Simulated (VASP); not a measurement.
# Pt (Fm-3m) in VASP: notebook

Pt is run at these levels: PBEsol; tasks: single point, relaxation of cell and atoms.

All numbers are computed with VASP 6.6.1; they aren't measurements. Logs are shortened: lines on timing, memory, paths and dates and some standing lists are left out, and cuts for length are marked.

## (1) The cell of the first run

It takes space group Fm-3m (No. 225, cubic). The conventional cell has a = 3.921 Å, b = 3.921 Å, c = 3.921 Å, α = 90.00°, β = 90.00°, γ = 90.00°. Within 3.7 Å of Pt (site symmetry m-3m) lie 12 Pt at 2.77 Å.

## (2) Single point, PBEsol

Contents of INCAR:

```
SYSTEM = Pt
PREC = Accurate ; ENCUT = 500
EDIFF = 1E-6 ; ISMEAR = -1
SIGMA = 0.1 ; LREAL = .FALSE.
LASPH = .TRUE. ; NELM = 120
ALGO = Normal ; ISIF = 2
LWAVE = .FALSE. ; LCHARG = .FALSE.
GGA = PS ; NBANDS = 11
GGA_COMPAT = .FALSE.
```

Contents of KPOINTS:

```
Automatic mesh
0
G
  10 10 10
  0 0 0
```

Contents of POSCAR:

```
Pt
1.0
    0.0000000000      1.9604251017      1.9604251017
    1.9604251017      0.0000000000      1.9604251017
    1.9604251017      1.9604251017      0.0000000000
Pt
1
Direct
    0.0000000000      0.0000000000      0.0000000000
```

Potentials or basis: VASP PAW PBE potentials, release 64 (Pt).

On the command line:

```console
> cat potpaw_PBE.64/Pt/POTCAR > POTCAR
> mpirun -np 1 vasp_std > vasp.out
```

OUTCAR:

```text
SYSTEM = Pt
   PREC = Accurate
   ENCUT = 500
   EDIFF = 1E-6
   ISMEAR = -1
   LREAL = .FALSE.
   LASPH = .TRUE.
   NELM = 120
   ISIF = 2
   GGA = PS

 ion  position               nearest neighbor table
   1  0.000  0.000  0.000-

  LATTYP: Found a face centered cubic cell.
 ALAT       =     3.9208502034

  Lattice vectors:

 A1 = (   0.0000000000,   1.9604251017,   1.9604251017)
 A2 = (   1.9604251017,   0.0000000000,   1.9604251017)
 A3 = (   1.9604251017,   1.9604251017,   0.0000000000)

Analysis of symmetry for initial positions (statically):
=====================================================================
 Subroutine PRICEL returns:
 Original cell was already a primitive cell.

 Routine SETGRP: Setting up the symmetry group for a
 face centered cubic supercell.

 Subroutine GETGRP returns: Found 48 space group operations
 (whereof 48 operations were pure point group operations)
 out of a pool of 48 trial point group operations.

The static configuration has the point symmetry O_h .

Analysis of symmetry for dynamics (positions and initial velocities):
=====================================================================
 Subroutine PRICEL returns:
 Original cell was already a primitive cell.

 Routine SETGRP: Setting up the symmetry group for a
 face centered cubic supercell.

 Subroutine GETGRP returns: Found 48 space group operations
 (whereof 48 operations were pure point group operations)
 out of a pool of 48 trial point group operations.

The dynamic configuration has the point symmetry O_h .

 Subroutine INISYM returns: Found 48 space group operations
 (whereof 48 operations are pure point group operations),
 and found     1 'primitive' translations

----------------------------------------------------------------------------------------

                                     Primitive cell

  volume of cell :      15.0689

  direct lattice vectors                    reciprocal lattice vectors
     0.000000000  1.960425102  1.960425102    -0.255046724  0.255046724  0.255046724
     1.960425102  0.000000000  1.960425102     0.255046724 -0.255046724  0.255046724
     1.960425102  1.960425102  0.000000000     0.255046724  0.255046724 -0.255046724

  length of vectors
     2.772459767  2.772459767  2.772459767     0.441753884  0.441753884  0.441753884

  position of ions in fractional coordinates (direct lattice)
     0.000000000  0.000000000  0.000000000

  ion indices of the primitive-cell ions
   primitive index   ion index
                 1           1

----------------------------------------------------------------------------------------

 KPOINTS: Automatic mesh

Automatic generation of k-mesh.
 Grid dimensions read from file:
 generate k-points for:   10   10   10

 Generating k-lattice:

  Cartesian coordinates                     Fractional coordinates (reciprocal lattice)
    -0.025504672  0.025504672  0.025504672     0.100000000  0.000000000  0.000000000
     0.025504672 -0.025504672  0.025504672     0.000000000  0.100000000  0.000000000
     0.025504672  0.025504672 -0.025504672     0.000000000  0.000000000  0.100000000

  Length of vectors
     0.044175388  0.044175388  0.044175388

  Shift w.r.t. Gamma in fractional coordinates (k-lattice)
     0.000000000  0.000000000  0.000000000

 Subroutine IBZKPT returns following result:
 ===========================================

 Found     47 irreducible k-points:

 Following reciprocal coordinates:
            Coordinates               Weight
  0.000000  0.000000  0.000000      1.000000
  0.100000  0.000000  0.000000      8.000000
  0.200000  0.000000  0.000000      8.000000
  0.300000  0.000000  0.000000      8.000000
  0.400000  0.000000  0.000000      8.000000
  0.500000  0.000000  0.000000      4.000000
[... 16 lines left out ...]
  0.300000  0.300000  0.000000      6.000000
  0.400000  0.300000  0.000000     24.000000
 [... further k-points ...]
   k-points           NKPTS =     47   k-points in BZ     NKDIM =     47   number of bands    NBANDS=     11
   number of dos      NEDOS =    301   number of ions     NIONS =      1
   total plane-waves  NPLWV =   8000
   dimension x,y,z NGX =    20 NGY =   20 NGZ =   20
   dimension x,y,z NGXF=    40 NGYF=   40 NGZF=   40
   ions per type =               1
   NGX,Y,Z   is equivalent  to a cutoff of  11.99, 11.99, 11.99 a.u.
   NGXF,Y,Z  is equivalent  to a cutoff of  23.99, 23.99, 23.99 a.u.
 SYSTEM =  Pt
   PREC   = accura    normal or accurate (medium, high low for compatibility)
   ISTART =      0    job   : 0-new  1-cont  2-samecut
   ICHARG =      2    charge: 1-file 2-atom 10-const
   ISPIN  =      1    spin polarized calculation?
   LNONCOLLINEAR =      F non collinear calculations
   LSORBIT =      F    spin-orbit coupling
   LASPH  =      T    aspherical Exc in radial PAW
   ENCUT  =  500.0 eV  36.75 Ry    6.06 a.u.   5.05  5.05  5.05*2*pi/ulx,y,z
   NELM   =    120;   NELMIN=  2; NELMDL= -5     # of ELM steps
   EDIFF  = 0.1E-05   stopping-criterion for ELM
   LREAL  =      F    real-space projection
   EDIFFG = 0.1E-04   stopping-criterion for IOM
   NSW    =      0    number of steps for IOM
   IBRION =     -1    ionic relax: 0-MD 1-quasi-New 2-CG
   NFREE  =      0    steps in history (QN), initial steepest desc. (CG)
   ISIF   =      2    stress and relaxation
   ISYM   =      2    0-nonsym 1-usesym 2-fastsym
   POTIM  = 0.5000    time-step for ionic-motion
   TEBEG  =    0.0;   TEEND  =   0.0 temperature during run
   PSTRESS=    0.0 pullay stress
   NELECT =      10.0000    total number of electrons
   NUPDOWN=      -1.0000    fix difference up-down
   EMIN   =  10.00;   EMAX   =-10.00  energy-range for DOS
   EFERMI =   0.00;   METHOD = LEGACY
   ISMEAR =    -1;   SIGMA  =   0.10  broadening in eV -4-tet -1-fermi 0-gaus
   EFERMI_NEDOS =   21; number of points for ismear=-14 and -15
   IALGO  =     38    algorithm
   IMIX   =      4    mixing-type and parameters
     AMIX     =   0.40;   BMIX     =  1.00
     AMIX_MAG =   1.60;   BMIX_MAG =  1.00
  volume/ion in A,a.u.               =      15.07       101.69
  Fermi-wavevector in a.u.,A,eV,Ry     =   1.427955  2.698444 27.743041  2.039056
  Thomas-Fermi vector in A             =   2.548069
   LORBIT       =      0    0 simple, 1 ext, 2 COOP (PROOUT), +10 PAW based schemes
   GGA     = PS    functional components
   LHFCALC =     F    Hartree Fock is set to
   AEXX    =    0.0000 exact exchange contribution
   IVDW    =     0    specifies the selected vdW correction
   LEPSILON=     F    determine dielectric tensor
   LRPA    =     F    only Hartree local field effects (RPA)
 non-spin polarized calculation
  energy-cutoff  :      500.00
  volume of cell :       15.07
 maximum number of plane-waves:       392
   NGX = 11   NGY = 11   NGZ = 11

 number of electron      10.0000001 magnetization

 Free energy of the ion-electron system (eV)
  ---------------------------------------------------
  ext. energy  EPLUGINS =         0.00000000
  ---------------------------------------------------
  free energy    TOTEN  =        -6.97437918 eV

  energy without entropy =       -6.91838264  energy(sigma->0) =       -6.94638091

 E-fermi :  11.1361     XC(G=0): -13.6331

 val. band max:       11.1305858704   @ k =   0.5000   0.5000   0.0000
 cond. band min:      11.1585794297   @ k =   0.5000   0.0000   0.0000
 fundamental gap:      0.0279935593
 Fermi energy:        11.1361068707

 k-point     1 :       0.0000    0.0000    0.0000
  band No.  band energies     occupation
      1       0.8067      2.00000
      2       7.3044      2.00000
      3       7.3044      2.00000
      4       7.3044      2.00000
      5       9.4831      2.00000
      6       9.4831      2.00000
      7      25.7353      0.00000
      8      30.6939      0.00000
      9      30.6939      0.00000
     10      30.6939      0.00000
     11      35.9944      0.00000

 k-point     2 :       0.1000    0.0000    0.0000
  band No.  band energies     occupation
      1       1.2039      2.00000
      2       7.1355      2.00000
      3       7.4552      2.00000
      4       7.4552      2.00000
      5       9.4053      2.00000
      6       9.4053      2.00000
      7      26.3368      0.00000
      8      28.9163      0.00000
      9      31.3053      0.00000
     10      31.3053      0.00000
     11      37.5958      0.00000

 k-point     3 :       0.2000    0.0000    0.0000
  band No.  band energies     occupation
      1       2.2556      2.00000
      2       6.8789      2.00000
      3       7.6881      2.00000
      4       7.6881      2.00000
      5       9.4339      2.00000
      6       9.4339      2.00000
      7      25.9858      0.00000
      8      27.4553      0.00000
      9      32.9278      0.00000
     10      32.9278      0.00000
     11      35.1043      0.00000

 k-point     4 :       0.3000    0.0000    0.0000
  band No.  band energies     occupation
      1       3.3455      2.00000
      2       7.3138      2.00000
      3       7.5883      2.00000
      4       7.5883      2.00000
      5      10.0132      1.99997
      6      10.0132      1.99997
      7      22.6204      0.00000
      8      26.9537      0.00000
      9      33.2823      0.00000
     10      33.2823      0.00000
     11      35.2672      0.00000
[... 239 lines left out ...]
 k-point    22 :      -0.2000    0.2000    0.0000
  band No.  band energies     occupation
      1       4.2056      2.00000
      2       6.3462      2.00000
      3       7.3392      2.00000
      4       8.5060      2.00000
      5       8.7108      2.00000
      6      11.5170      0.04340
      7      23.7754      0.00000
      8      26.4407      0.00000
      9      29.4442      0.00000
     10      31.8219      0.00000
     11      35.1199      0.00000

 k-point    23 :       0.3000    0.3000    0.0000
  band No.  band energies     occupation
      1       4.1291      2.00000
      2       5.2933      2.00000
      3       8.3776      2.00000
      4       9.6189      2.00000
      5       9.6189      2.00000
      6      10.5135      1.99605
      7      26.5908      0.00000
      8      26.5908      0.00000
      9      27.7764      0.00000
     10      30.1495      0.00000
     11      31.4370      0.00000

 k-point    24 :       0.4000    0.3000    0.0000
  band No.  band energies     occupation
      1       4.4566      2.00000
      2       5.1040      2.00000
      3       8.4595      2.00000
      4       9.7979      2.00000
      5      11.0597      1.36456
      6      11.3199      0.27458
      7      23.0520      0.00000
      8      25.3915      0.00000
      9      25.8781      0.00000
     10      30.9961      0.00000
     11      33.1815      0.00000

 [... further k-points ...]

------------------------ aborting loop because EDIFF is reached ----------------------------------------

  FORCE on cell =-STRESS in cart. coord.  units (eV):
  Direction    XX          YY          ZZ          XY          YZ          ZX
  --------------------------------------------------------------------------------------
  -------------------------------------------------------------------------------------
  Total       -0.0369682     -0.0369682     -0.0369682      0.0000000     -0.0000000      0.0000000
  in kB       -3.9305901     -3.9305901     -3.9305901      0.0000000     -0.0000000      0.0000000
  external PRESSURE =      -3.9305901 kB  Pullay stress =       0.0000000 kB

 VOLUME and BASIS-vectors are now :
 -----------------------------------------------------------------------------
  energy-cutoff  :      500.00
  volume of cell :       15.07
      direct lattice vectors                 reciprocal lattice vectors
     0.000000000  1.960425102  1.960425102    -0.255046724  0.255046724  0.255046724
     1.960425102  0.000000000  1.960425102     0.255046724 -0.255046724  0.255046724
     1.960425102  1.960425102  0.000000000     0.255046724  0.255046724 -0.255046724

 POSITION                                       TOTAL-FORCE (eV/Angst)
 -----------------------------------------------------------------------------------
      0.00000      0.00000      0.00000         0.000000     -0.000000      0.000000
 -----------------------------------------------------------------------------------
    total drift:                                0.000000     -0.000000      0.000000

  FREE ENERGIE OF THE ION-ELECTRON SYSTEM (eV)
  ---------------------------------------------------
  free  energy   TOTEN  =        -6.9743791796 eV

  energy  without entropy=       -6.9183826366  energy(sigma->0) =       -6.94638091
```

Wall time 4.4 s (1 thread of Intel Xeon Platinum 8375C at 2.90GHz (Ice Lake), shared host); peak memory 0.13 GiB.

Results:

| Item | Value |
| --- | --- |
| Free energy | -6.9744 eV |
| Pressure | -0.4 GPa |
| Band gap on the k mesh | zero (bands 5 and 6 overlap by 2.21 eV) |

Caveat: the PAW data sets were made with another functional, which shifts forces and pressure a little; spin-orbit coupling is left out, which moves the levels of the heavy elements.

(Continued in part 2 of 2.)
